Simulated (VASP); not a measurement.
# Be in VASP: a series of runs

The runs below take Be through single point, relaxation of cell and atoms, with PBE.

All numbers are computed with VASP 6.6.1; they aren't measurements. Logs are shortened: lines on timing, memory, paths and dates and some standing lists are left out, and cuts for length are marked.

## (1) The cell of the first run

The typed cell holds 1 atom: a = 2.233 Å, b = 2.233 Å, c = 2.233 Å, α = 120.00°, β = 120.00°, γ = 90.00°.

## (2) Single point, PBE

File INCAR:

```
SYSTEM = Be
PREC = Accurate ; ENCUT = 520
EDIFF = 1E-7 ; ISMEAR = 0
SIGMA = 0.1 ; LREAL = .False.
LASPH = .True. ; NELM = 80
ALGO = Fast ; ISIF = 2
LWAVE = .False. ; LCHARG = .True.
GGA = PE ; LELF = .True.
LVHAR = .True. ; NBANDS = 7
```

File KPOINTS:

```
regular mesh
0
Gamma
  26 26 26
  0 0 0
```

File POSCAR:

```
Be
1.0
   -1.1165189223      1.1163686202      1.5788900709
    1.1165189223     -1.1163686202      1.5788900709
    1.1165189223      1.1163686202     -1.5788900709
Be
1
Direct
    0.5000000000      0.5000000000      0.0000000000
```

Potentials or basis: VASP PAW PBE potentials, release 64 (Be).

Launch:

```sh
$ cat potpaw_PBE.64/Be/POTCAR > POTCAR
$ mpirun -np 1 vasp_std > vasp.out
```

OUTCAR:

```text
SYSTEM = Be
   PREC = Accurate
   ENCUT = 520
   EDIFF = 1E-7
   ISMEAR = 0
   LREAL = .False.
   LASPH = .True.
   NELM = 80
   ISIF = 2
   GGA = PE

 ion  position               nearest neighbor table
   1  0.500  0.500  0.000-

  LATTYP: Found a body centered orthorhombic cell.
 ALAT       =     2.2327372404
 B/A-ratio  =     1.0001346348
 C/A-ratio  =     1.4143088961

  Lattice vectors:

 A1 = (   1.1165189223,   1.1163686202,   1.5788900709)
 A2 = (  -1.1165189223,  -1.1163686202,   1.5788900709)
 A3 = (   1.1165189223,  -1.1163686202,  -1.5788900709)

Analysis of symmetry for initial positions (statically):
=====================================================================
 Subroutine PRICEL returns:
 Original cell was already a primitive cell.

 Routine SETGRP: Setting up the symmetry group for a
 body centered orthorhombic supercell.

 Subroutine GETGRP returns: Found  8 space group operations
 (whereof  8 operations were pure point group operations)
 out of a pool of  8 trial point group operations.

The static configuration has the point symmetry D_2h.

Analysis of symmetry for dynamics (positions and initial velocities):
=====================================================================
 Subroutine PRICEL returns:
 Original cell was already a primitive cell.

 Routine SETGRP: Setting up the symmetry group for a
 body centered orthorhombic supercell.

 Subroutine GETGRP returns: Found  8 space group operations
 (whereof  8 operations were pure point group operations)
 out of a pool of  8 trial point group operations.

The dynamic configuration has the point symmetry D_2h.

 Subroutine INISYM returns: Found  8 space group operations
 (whereof  8 operations are pure point group operations),
 and found     1 'primitive' translations

----------------------------------------------------------------------------------------

                                     Primitive cell

  volume of cell :       7.8720

  direct lattice vectors                    reciprocal lattice vectors
    -1.116518922  1.116368620  1.578890071     0.000000000  0.447880737  0.316678158
     1.116518922 -1.116368620  1.578890071     0.447820444  0.000000000  0.316678158
     1.116518922  1.116368620 -1.578890071     0.447820444  0.447880737  0.000000000

  length of vectors
     2.232887650  2.232887650  2.232887650     0.548527310  0.548478082  0.633356381

  position of ions in fractional coordinates (direct lattice)
[... 74 lines left out ...]
   LASPH  =      T    aspherical Exc in radial PAW
   ENCUT  =  520.0 eV  38.22 Ry    6.18 a.u.   4.15  4.15  4.15*2*pi/ulx,y,z
   NELM   =     80;   NELMIN=  2; NELMDL= -5     # of ELM steps
   EDIFF  = 0.1E-06   stopping-criterion for ELM
   LREAL  =      F    real-space projection
   EDIFFG = 0.1E-05   stopping-criterion for IOM
   NSW    =      0    number of steps for IOM
   IBRION =     -1    ionic relax: 0-MD 1-quasi-New 2-CG
   NFREE  =      0    steps in history (QN), initial steepest desc. (CG)
   ISIF   =      2    stress and relaxation
   ISYM   =      2    0-nonsym 1-usesym 2-fastsym
   POTIM  = 0.5000    time-step for ionic-motion
   TEBEG  =    0.0;   TEEND  =   0.0 temperature during run
   PSTRESS=    0.0 pullay stress
   NELECT =       2.0000    total number of electrons
   NUPDOWN=      -1.0000    fix difference up-down
   EMIN   =  10.00;   EMAX   =-10.00  energy-range for DOS
   EFERMI =   0.00;   METHOD = LEGACY
   ISMEAR =     0;   SIGMA  =   0.10  broadening in eV -4-tet -1-fermi 0-gaus
   EFERMI_NEDOS =   21; number of points for ismear=-14 and -15
   IALGO  =     68    algorithm
   IMIX   =      4    mixing-type and parameters
     AMIX     =   0.40;   BMIX     =  1.00
     AMIX_MAG =   1.60;   BMIX_MAG =  1.00
  volume/ion in A,a.u.               =       7.87        53.12
  Fermi-wavevector in a.u.,A,eV,Ry     =   1.036867  1.959394 14.627525  1.075093
  Thomas-Fermi vector in A             =   2.171278
   LORBIT       =      0    0 simple, 1 ext, 2 COOP (PROOUT), +10 PAW based schemes
   GGA     = PE    functional components
   LHFCALC =     F    Hartree Fock is set to
   AEXX    =    0.0000 exact exchange contribution
   IVDW    =     0    specifies the selected vdW correction
   LEPSILON=     F    determine dielectric tensor
   LRPA    =     F    only Hartree local field effects (RPA)
 non-spin polarized calculation
 RMM-DIIS sequential band-by-band and
 Gauss-broadening in eV      SIGMA  =   0.10
  energy-cutoff  :      520.00
  volume of cell :        7.87
 maximum number of plane-waves:       222
 NGX is ok and might be reduce to    18
   NGX =  9   NGY =  9   NGZ =  9

 number of electron       2.0000000 magnetization

 Free energy of the ion-electron system (eV)
  ---------------------------------------------------
  ext. energy  EPLUGINS =         0.00000000
  ---------------------------------------------------
  free energy    TOTEN  =        -3.68658659 eV

  energy without entropy =       -3.68620278  energy(sigma->0) =       -3.68639469

 E-fermi :   7.6053     XC(G=0): -10.6244

 val. band max:        7.5715923961   @ k =   0.5000   0.0000   0.0000
 cond. band min:       7.6157517173   @ k =  -0.0769   0.5000   0.0385
 fundamental gap:      0.0441593212
 Fermi energy:         7.6052648032

 k-point     1 :       0.0000    0.0000    0.0000
  band No.  band energies     occupation
      1      -4.3183      2.00000
      2      27.0004      0.00000
      3      27.0028      0.00000
      4      27.0052      0.00000
      5      36.6728      0.00000
      6      36.6767      0.00000
      7      36.6806      0.00000
[... 221 lines left out ...]
 k-point    24 :       0.3462    0.0385   -0.0000
  band No.  band energies     occupation
      1      -0.0866      2.00000
      2      11.5093      0.00000
      3      23.6288      0.00000
      4      24.7411      0.00000
      5      34.0892      0.00000
      6      34.7842      0.00000
      7      37.9781      0.00000

 [... further k-points ...]
[... 5 lines left out ...]
  --------------------------------------------------------------------------------------
  -------------------------------------------------------------------------------------
  Total        0.0049495      0.0066999      0.0058236      0.0000000      0.0000000      0.0000000
  in kB        1.0073660      1.3636270      1.1852745      0.0000000      0.0000000      0.0000000
  external PRESSURE =       1.1854225 kB  Pullay stress =       0.0000000 kB

 VOLUME and BASIS-vectors are now :
 -----------------------------------------------------------------------------
  energy-cutoff  :      520.00
  volume of cell :        7.87
      direct lattice vectors                 reciprocal lattice vectors
    -1.116518922  1.116368620  1.578890071     0.000000000  0.447880737  0.316678158
     1.116518922 -1.116368620  1.578890071     0.447820444  0.000000000  0.316678158
     1.116518922  1.116368620 -1.578890071     0.447820444  0.447880737  0.000000000

 POSITION                                       TOTAL-FORCE (eV/Angst)
 -----------------------------------------------------------------------------------
      0.00000      0.00000      1.57889         0.000000      0.000000      0.000000
 -----------------------------------------------------------------------------------
    total drift:                               -0.000000     -0.000000     -0.000000

  FREE ENERGIE OF THE ION-ELECTRON SYSTEM (eV)
  ---------------------------------------------------
  free  energy   TOTEN  =        -3.6865865948 eV

  energy  without entropy=       -3.6862027807  energy(sigma->0) =       -3.68639469
```

OSZICAR:

```text
N       E                     dE             d eps       ncg     rms          rms(c)
DAV:   1    -0.266425734685E+01   -0.26643E+01   -0.89230E+02 36848   0.228E+02
DAV:   2    -0.371571350910E+01   -0.10515E+01   -0.10121E+01 48062   0.227E+01
DAV:   3    -0.371715610688E+01   -0.14426E-02   -0.14425E-02 41160   0.743E-01
DAV:   4    -0.371715626405E+01   -0.15717E-06   -0.15726E-06 52528   0.787E-03
DAV:   5    -0.371715626396E+01    0.89933E-10   -0.51663E-11 40950   0.213E-05    0.789E-01
RMM:   6    -0.369513602297E+01    0.22020E-01   -0.22149E-03 34606   0.474E-01    0.486E-01
RMM:   7    -0.368658038258E+01    0.85556E-02   -0.24374E-03 35783   0.466E-01    0.212E-02
RMM:   8    -0.368658657508E+01   -0.61925E-05   -0.11395E-04 37776   0.842E-02    0.722E-03
RMM:   9    -0.368658749734E+01   -0.92227E-06   -0.25715E-06 39965   0.114E-02    0.169E-03
RMM:  10    -0.368658702488E+01    0.47246E-06   -0.19488E-07 39119   0.351E-03    0.121E-03
RMM:  11    -0.368658657001E+01    0.45487E-06   -0.48474E-08 35934   0.165E-03    0.203E-04
RMM:  12    -0.368658659479E+01   -0.24779E-07   -0.34292E-09 30557   0.664E-04
   1 F= -.36865866E+01 E0= -.36863947E+01  d E =-.383814E-03
```

It took 1.8 min on 1 thread of AMD EPYC 7R13 (Zen 3), shared host; peak memory 0.2 GiB.

Results:

* Free energy: -3.6866 eV
* Pressure: 0.1 GPa
* Band gap on the k mesh: zero (band 1 reaches 8.10 eV, above the bottom of band 2 at 7.45 eV)

Levels at points of the mesh, in eV from the Fermi level:
```csv
k point,band 1,band 2,band 3,band 4,band 5,band 6
"(0.00, 0.00, 0.00)",-11.92,19.40,19.40,19.40,29.07,29.07
"(0.50, 0.00, 0.00)",-5.34,-0.03,16.46,16.46,26.21,26.21
"(0.00, 0.50, 0.00)",-5.34,-0.04,16.46,16.46,26.21,26.22
"(0.50, 0.50, 0.00)",-2.72,3.79,9.49,9.49,15.13,22.72
"(0.50, 0.50, 0.50)",-2.72,3.79,9.49,9.49,15.13,22.72
```

## (3) Relaxation of cell and atoms, PBE

File INCAR:

```
PREC     = Accurate       # precision mode
ENCUT    = 600            # plane-wave cutoff, eV
EDIFF    = 1E-6           # SCF threshold, eV
ISMEAR   = 0              # smearing method
SIGMA    = 0.1            # smearing width, eV
LREAL    = F              # projectors in reciprocal space
LASPH    = T              # aspherical terms in the spheres
NELM     = 100            # most SCF steps
ALGO     = Fast           # electronic algorithm
ISIF     = 3              # what is computed and relaxed
LWAVE    = F              # write WAVECAR
LCHARG   = F              # write CHGCAR
GGA      = PE             # functional
IBRION   = 2              # ionic algorithm
NSW      = 80             # ionic steps
EDIFFG   = -0.01          # ionic threshold
```

File KPOINTS:

```
regular mesh
0
Gamma
  26 26 26
```

File POSCAR:

```
Be
1.0
   -1.1167395519      1.1163339017      1.5790212851
    1.1167395519     -1.1163339017      1.5790212851
    1.1167395519      1.1163339017     -1.5790212851
Be
1
Direct
    0.5000000000      0.5000000000      0.0000000000
```

Potentials or basis: VASP PAW PBE potentials, release 64 (Be).

Launch:

```sh
$ cat potpaw_PBE.64/Be/POTCAR > POTCAR
$ mpirun -np 1 vasp_std > vasp.out
```

Wall time 62 s (1 thread of AMD EPYC 7R13 (Zen 3), shared host); peak memory 0.2 GiB.

The run converged. Its results:

| Item | Value |
| --- | --- |
| Free energy | -3.6866 eV |
| Pressure after relaxing | 0.1 GPa |
| Band gap on the k mesh | zero (band 1 reaches 8.09 eV, above the bottom of band 2 at 7.44 eV) |

Final structure:
```
Be
1.0
    -1.11674    1.11633    1.57902
     1.11674   -1.11633    1.57902
     1.11674    1.11633   -1.57902
Be
1
Direct
  0.50000 0.50000 0.00000
```

Levels at points of the mesh, in eV from the Fermi level:
| k point | band 1 | band 2 | band 3 | band 4 |
| --- | --- | --- | --- | --- |
| (0.00, 0.00, 0.00) | -11.92 | 19.39 | 19.39 | 19.40 |
| (0.50, 0.00, 0.00) | -5.34 | -0.03 | 16.45 | 16.46 |
| (0.00, 0.50, 0.00) | -5.34 | -0.04 | 16.46 | 16.46 |
| (0.50, 0.50, 0.00) | -2.71 | 3.79 | 9.49 | 9.49 |
| (0.50, 0.50, 0.50) | -2.71 | 3.79 | 9.48 | 9.50 |

Caveat: the relaxation stopped at its first step, so nothing moved.
